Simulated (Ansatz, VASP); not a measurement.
# CoSn: VASP beside Ansatz

INCAR

```
SYSTEM = CoSn
  ALGO = Fast
  EDIFF = 1E-7
  EDIFFG = -0.01
  ENCUT = 600
  GGA = PE
  IBRION = 2
  ISIF = 3
  ISMEAR = 0
  ISPIN = 2
  LASPH = .True.
  LCHARG = .False.
  LMAXMIX = 4
  LORBIT = 11
  LREAL = .False.
  LWAVE = .False.
  MAGMOM = 0.74 0
  NELM = 150
  NSW = 100
  PREC = Accurate
  SIGMA = 0.1
```

File KPOINTS:

```
k-points
0
Gamma
  18 18 18
  0 0 0
```

POSCAR

```
CoSn
1.0
    3.1498113201      0.0000000000      0.0000000000
    0.0000000000      3.1498113201      0.0000000000
    0.0000000000      0.0000000000      3.1498113201
Co Sn
1 1
Direct
    0.0000000000      0.0000000000      0.0000000000
    0.5000000000      0.5000000000      0.5000000000
```

Input for Ansatz:

```yaml
crystal:
  lattice:
    - [3.1498113201, 0.0, 0.0]
    - [0.0, 3.1498113201, 0.0]
    - [0.0, 0.0, 3.1498113201]
  atoms:
    - { symbol: Co, position: [0.0, 0.0, 0.0], spin: 0.74 }
    - { symbol: Sn, position: [0.5, 0.5, 0.5] }
basis:
  ecutwfc: 420
kpoints:
  mp_grid: { grid: [18, 18, 18] }
hamiltonian:
  xc: pbe
scf:
  occupations: { method: gaussian, width: 0.1 }
output:
  forces: true
  stress: true
  eigenvalues: true
  populations: true
  write_density: true
  write_potential: true
  elf: true
  volumetric_format: npy
magnetization:
  spin_polarized: true
relax:
  adjacent_minimum: "off"
  f_tol: 0.01
  max_steps: 80
  cell: { stress_tol: 0.05 }
```

Alike in both runs: task relaxation of cell and atoms; functional PBE; k mesh 18 × 18 × 18; occupations gaussian, width 0.1 eV; collinear spin.

|  | VASP | Ansatz |
| --- | --- | --- |
| version | VASP 6.6.1 | Ansatz 0.2.0 |
| potentials or method | VASP PAW PBE potentials, release 64 (Co, Sn_d), cutoff 600 eV | scalar-relativistic, plane waves, PAW |
| valence electrons in the cell | 23 | 31 |

Ansatz gave:

```
gap on the k mesh at the Fermi level, each at its own relaxed structure (eV) : none
net moment per atom (μB)                                                     : 0.37
size of the moment on the site where the two differ most (μB)                : 0.80
relaxed volume (Å³/atom)                                                     : 15.78
relaxed cell length with the largest relative difference (Å)                 : 3.160
```

Question: Estimate VASP's values.

Answer: gap on the k mesh at the Fermi level, each at its own relaxed structure (eV): none; net moment per atom (μB): 0.36; size of the moment on the site where the two differ most (μB): 0.77; relaxed volume (Å³/atom): 15.76; relaxed cell length with the largest relative difference (Å): 3.159.

Site moments also hang on the region over which each program counts them. A gap of «none» marks a metal or a gap that the smearing closes. VASP's potentials hold 23 valence electrons a cell and Ansatz's 31, so a difference there can come from the potentials and not from the codes.
